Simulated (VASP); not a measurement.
Here is a VASP 6.6.1 calculation.

Contents of INCAR:

```
SYSTEM = BeSeO4
ALGO = Normal
EDIFF = 1E-7
ENCUT = 520
GGA = PE
ISIF = 2
ISMEAR = 0
LASPH = .TRUE.
LCHARG = .FALSE.
LREAL = .FALSE.
LWAVE = .FALSE.
NBANDS = 25
NELM = 80
PREC = Accurate
SIGMA = 0.1
```

Contents of KPOINTS:

```
k-points
0
G
  4 4 4
  0 0 0
```

Contents of POSCAR:

```
BeSeO4
1.0
    3.9310774900      0.0000000000      0.0000000000
    0.0000000000      3.9310774900      0.0000000000
    0.0000000000      0.0000000000      3.9310774900
Be Se O
1 1 4
Direct
    0.0000000000      0.0000000000      0.0000000000
    0.5000000000      0.5000000000      0.5000000000
    0.1492096300      0.1492096300      0.8507903700
    0.1492096300      0.8507903700      0.1492096300
    0.8507903700      0.1492096300      0.1492096300
    0.8507903700      0.8507903700      0.8507903700
```

Potentials or basis: VASP PAW PBE potentials, release 64 (Be, Se, O).

Command:

```console
$ cat potpaw_PBE.64/Be/POTCAR potpaw_PBE.64/Se/POTCAR potpaw_PBE.64/O/POTCAR > POTCAR
$ mpirun -np 1 vasp_std > vasp.out
```

Predict the pressure.

193.1 GPa.

What does it give for the band gap on the k mesh?

Zero (band 16 reaches 3.44 eV, above the bottom of band 17 at 2.80 eV).

Estimate the largest force.

56.081 eV/Å.

Forces on the atoms (eV/Å):
```
Be    0.000   0.000   0.000
Se    0.000   0.000   0.000
O    32.378  32.378 -32.378
O    32.378 -32.378  32.378
O   -32.378  32.378  32.378
O   -32.378 -32.378 -32.378
```

Caveat: the k points lie up to 0.40 Å⁻¹ apart; forces of over 1 eV/Å act on the atoms, so gaps and moduli don't describe the material at rest.
